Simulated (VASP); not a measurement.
Runs of VASP 6.6.1 on PtSe2 (Sudovikovite). The structure is that of space group P-3m1 (No. 164), or close to it. The cells are those of the table. 

```csv
cell,gap on the mesh (eV),pressure (GPa),largest force (eV/Å)
"a = 3.821, b = 3.821, c = 5.194 Å, angles 90.0, 90.0, 120.0°, 3 atoms",none,-6.6,0.53
"a = 3.674, b = 3.674, c = 4.994 Å, angles 90.0, 90.0, 120.0°, 3 atoms",none,8.5,0.89
"a = 3.867, b = 3.867, c = 5.257 Å, angles 90.0, 90.0, 120.0°, 3 atoms",none,-9.7,(a)
"a = 3.569, b = 3.569, c = 4.851 Å, angles 90.0, 90.0, 120.0°, 3 atoms",none,26.2,2.35
"a = 3.773, b = 3.773, c = 5.129 Å, angles 90.0, 90.0, 120.0°, 3 atoms",none,-2.7,0.13
"a = 3.724, b = 3.724, c = 5.062 Å, angles 90.0, 90.0, 120.0°, 3 atoms",none,2.2,0.33
"a = 3.622, b = 3.622, c = 4.923 Å, angles 90.0, 90.0, 120.0°, 3 atoms",none,16.3,(b)
```

Alike in all rows: task single point; level PBEsol; potentials or basis VASP PAW PBE potentials, release 64 (Pt, Se); no spin polarisation; k mesh 9 × 9 × 6; cutoff (eV) 520; smearing methfessel-paxton 0.1 eV.

**Question.** Fill in the values left out.

**Answer.** (a) 0.86; (b) 1.56.

Caveats: the PAW data sets were made with another functional, which shifts forces and pressure a little; spin-orbit coupling is left out, which moves the levels of the heavy elements.

A k mesh can miss the band edges, and the runs leave out spin-orbit coupling on Pt, Se.

A gap of «none» marks levels without a gap at the run's occupations.
